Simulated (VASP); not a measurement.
Wanted: the native input for a VASP 6.6.1 run.

| Item | Value |
| --- | --- |
| Task | single point |
| Functional | PBEsol |
| Potentials or basis | VASP PAW PBE potentials, release 64 (B, P) |
| Cutoff | 500 eV |
| k mesh | 6 × 6 × 6 |
| Occupations | gaussian, width 0.1 eV |
| Spin | no spin polarisation |
| Dipole correction | no |
| Further INCAR settings | ALGO = Normal; EDIFF = 1e-06; NBANDS = 11 |

The structure of BP lies in POSCAR:

```
BP
1.0
    0.0000000000      2.2690000000      2.2690000000
    2.2690000000      0.0000000000      2.2690000000
    2.2690000000      2.2690000000      0.0000000000
B P
1 1
Direct
    0.0000000000      0.0000000000      0.0000000000
    0.7500000000      0.7500000000      0.7500000000
```

One way to write it, as run:

INCAR

```
PREC = Accurate ; ENCUT = 500
EDIFF = 1E-6 ; ISMEAR = 0
SIGMA = 0.1 ; LREAL = F
LASPH = T ; NELM = 120
ALGO = Normal ; ISIF = 2
LWAVE = F ; LCHARG = F
GGA = PS ; NBANDS = 11
GGA_COMPAT = F
```

KPOINTS

```
Automatic mesh
0
Gamma
  6 6 6
```

Potentials or basis: VASP PAW PBE potentials, release 64 (B, P).

Launch:

```sh
$ cat potpaw_PBE.64/B/POTCAR potpaw_PBE.64/P/POTCAR > POTCAR
$ mpirun -np 1 vasp_std > vasp.out
```

Results of the run:

```
Pressure               : -1.7 GPa
Band gap on the k mesh : 1.22 eV, indirect (least direct gap 3.35 eV)
```

Caveat: the PAW data sets were made with another functional, which shifts forces and pressure a little.

Run time: 5.5 s on 1 thread of Intel Xeon 8259CL (shared host), peak memory 0.13 GiB.
